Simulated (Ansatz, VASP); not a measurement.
One calculation of TaN, two programs

```
Ta N
1.0
    -2.92399    0.00000    0.00000
    -1.46199   -2.53225    0.00000
     0.00000    0.00000    9.11218
Ta N
3 3
Direct
  0.33333 0.33333 0.07874
  0.33333 0.33333 0.39379
  0.33333 0.33333 0.70883
  0.00000 0.00000 0.86635
  0.00000 0.00000 0.23627
  0.00000 0.00000 0.55131
```

Alike in both runs: task single point; functional PBEsol; k mesh 23 × 23 × 7; occupations gaussian, width 0.15 eV; no spin polarisation.

|  | VASP | Ansatz |
| --- | --- | --- |
| version | VASP 6.6.1 | Ansatz 0.2.0 |
| potentials or method | VASP PAW PBE potentials, release 64 (Ta_pv, N), cutoff 520 eV | scalar-relativistic, plane waves, PAW |
| valence electrons in the cell | 48 | 54 |

|  | VASP | Ansatz | Ansatz less VASP |
| --- | --- | --- | --- |
| gap on the k mesh at the Fermi level (eV) | none | none | - |
| pressure (GPa) | -10.7 | -11.3 | -0.65 |
| traceless stress, the component that is largest in VASP (GPa) | -17.18 | -17.28 | -0.095 |
| rms of the force components (eV/Å) | 1.307 | 1.300 | -0.0065 |

VASP's potentials were made for PBE, not for PBEsol. Atom by atom the forces differ by 0.010 eV/Å (rms over components). A gap of «none» marks a metal or a gap that the smearing closes. VASP's potentials hold 48 valence electrons a cell and Ansatz's 54, so a difference there can come from the potentials and not from the codes.

Spin-orbit coupling is off throughout.
